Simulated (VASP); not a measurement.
A run of VASP 6.6.1:

The input INCAR:

```
AGGAC = 1.0
AGGAX = 1.0
ALDAC = 0.0
ALDAX = 1.0
ALGO = Normal
EDIFF = 1E-6
ENCUT = 520
GGA = B5
ISIF = 2
ISMEAR = -1
LASPH = True
LCHARG = False
LREAL = False
LWAVE = False
NBANDS = 46
NELM = 60
PREC = Accurate
SIGMA = 0.1
```

The input KPOINTS:

```
k-points
0
Gamma
  6 6 6
```

The input POSCAR:

```
Co
1.0
    4.4630882236      0.0000000000      0.0000000000
    0.0000000000      4.4630882236      0.0000000000
    0.0000000000      0.0000000000      4.4630882236
Co
8
Direct
    1.0000000000      0.0000000000      1.0000000000
    0.5000000000      0.5000000000      0.5000000000
    0.2500000000      1.0000000000      0.5000000000
    0.7500000000      1.0000000000      0.5000000000
    0.5000000000      0.2500000000      1.0000000000
    0.5000000000      0.7500000000      0.0000000000
    1.0000000000      0.5000000000      0.2500000000
    1.0000000000      0.5000000000      0.7500000000
```

Potentials or basis: VASP PAW PBE potentials, release 64 (Co).

Command:

```console
$ cat potpaw_PBE.64/Co/POTCAR > POTCAR
$ mpirun -np 1 vasp_std > vasp.out
```

Hardware: 1 thread of Intel(R) Xeon(R) Platinum 8488C (Sapphire Rapids) (shared host).

Problem. Estimate the wall time of this run.

Solution. It took 100 s on 1 thread of Intel(R) Xeon(R) Platinum 8488C (Sapphire Rapids), with other jobs on the host, peak memory 0.22 GiB. Counts: scf iterations 16, k points 20.
